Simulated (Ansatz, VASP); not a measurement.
# One calculation of Ca4AlO, two programs

```
CELL_PARAMETERS angstrom
5.78363 0.00000 0.00000
-2.89181 5.00877 0.00000
0.00000 0.00000 4.39302
ATOMIC_POSITIONS crystal
Ca 0.33333 0.66667 0.00000
Ca 0.16764 0.33528 0.50000
Ca 0.66472 0.83236 0.50000
Ca 0.16764 0.83236 0.50000
Al 0.66667 0.33333 0.00000
O 0.00000 0.00000 0.00000
```

Change from the starting cell: species swapped into the NdAlCu4 type (P-6m2, No. 187).

Alike in both runs: task relaxation of cell and atoms; functional PBE; k mesh 3 × 3 × 4; occupations gaussian, width 0.1 eV; no spin polarisation.

|  | VASP | Ansatz |
| --- | --- | --- |
| version | VASP 6.6.1 | Ansatz 0.2.0 |
| potentials or method | VASP PAW PBE potentials, release 64 (Ca_sv, Al, O), cutoff 600 eV | scalar-relativistic, plane waves, PAW |
| valence electrons in the cell | 49 | 49 |

Ansatz gave:

| Item | Value |
| --- | --- |
| gap on the k mesh at the Fermi level, each at its own relaxed structure (eV) | none |
| relaxed volume (Å³/atom) | 35.98 |
| relaxed cell length with the largest relative difference (Å) | 8.672 |

Q: Estimate VASP's values.

A: gap on the k mesh at the Fermi level, each at its own relaxed structure (eV): none; relaxed volume (Å³/atom): 31.38; relaxed cell length with the largest relative difference (Å): 7.986.

A gap of «none» marks a metal or a gap that the smearing closes. One of these differences is far larger than is usual between the two programs; its cause wasn't traced.

The k mesh is coarse, so the values compare programs but aren't converged. Noted on VASP's run: the volume moved by over 15 % at a fixed basis, so the end points are rough.
